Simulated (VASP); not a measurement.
A run of VASP 6.6.1:

Contents of INCAR:

```
PREC = Accurate
ENCUT = 520
EDIFF = 1E-6
ISMEAR = 0
SIGMA = 0.05
LREAL = F
LASPH = T
NELM = 150
ALGO = Normal
ISIF = 2
LWAVE = F
LCHARG = F
LMAXMIX = 4
LDAU = T
LDAUTYPE = 2
LDAUL = 2 -1
LDAUU = 4 0
LDAUJ = 0 0
LDAUPRINT = 1
GGA = PS
NBANDS = 32
```

File KPOINTS:

```
Automatic mesh
0
Gamma
  14 14 8
```

Contents of POSCAR:

```
CuO2
1.0
    1.4126150000     -5.2107470000      0.0000000000
    1.4126150000      5.2107470000      0.0000000000
    0.0000000000      0.0000000000      4.3434240000
Cu O
2 4
Direct
    0.8327470000      0.1672530000      0.2500000000
    0.1672530000      0.8327470000      0.7500000000
    0.4485140000      0.5514860000      0.2500000000
    0.5514860000      0.4485140000      0.7500000000
    0.2110300000      0.7889700000      0.2500000000
    0.7889700000      0.2110300000      0.7500000000
```

Potentials or basis: VASP PAW PBE potentials, release 64 (Cu, O).

Run with:

```console
$ cat potpaw_PBE.64/Cu/POTCAR potpaw_PBE.64/O/POTCAR > POTCAR
$ mpirun -np 1 vasp_std > vasp.out
```

Hardware: 1 thread of Oxide Virtual Turin-like Processor (shared host).

**Question.** How long does it take, and how much memory?

**Answer.** Wall time 16 min on 1 thread of Oxide Virtual Turin-like Processor (shared host), peak memory 0.52 GiB. Counts: scf iterations 18, k points 285.
